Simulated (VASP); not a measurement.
A run of VASP 6.6.1:

File INCAR:

```
SYSTEM = GaN
PREC = Accurate
ENCUT = 600
EDIFF = 1E-6
ISMEAR = 0
SIGMA = 0.02
LREAL = .False.
LASPH = .True.
NELM = 80
ALGO = Normal
ISIF = 3
LWAVE = .False.
LCHARG = .False.
GGA = CA
IBRION = 2
NSW = 100
EDIFFG = -0.002
```

Contents of KPOINTS:

```
Automatic mesh
0
Gamma
  10 10 10
  0 0 0
```

The input POSCAR:

```
GaN
1.0
    0.0000000000      2.2535006100      2.2535006100
    2.2535006100      0.0000000000      2.2535006100
    2.2535006100      2.2535006100      0.0000000000
Ga N
1 1
Direct
    0.0000000000      0.0000000000      0.0000000000
    0.2500000000      0.2500000000      0.2500000000
```

Potentials or basis: VASP PAW LDA potentials, release 64 (Ga_d, N).

Command:

```bash
$ cat potpaw_LDA.64/Ga_d/POTCAR potpaw_LDA.64/N/POTCAR > POTCAR
$ mpirun -np 1 vasp_std > vasp.out
```

Hardware: 1 thread of Intel Xeon 8259CL (shared host).

How long does it take, and how much memory?

Wall time 62 s on 1 thread of Intel Xeon 8259CL (shared host), peak memory 0.16 GiB. Counts: scf iterations 28, k points 47, ion steps 3.
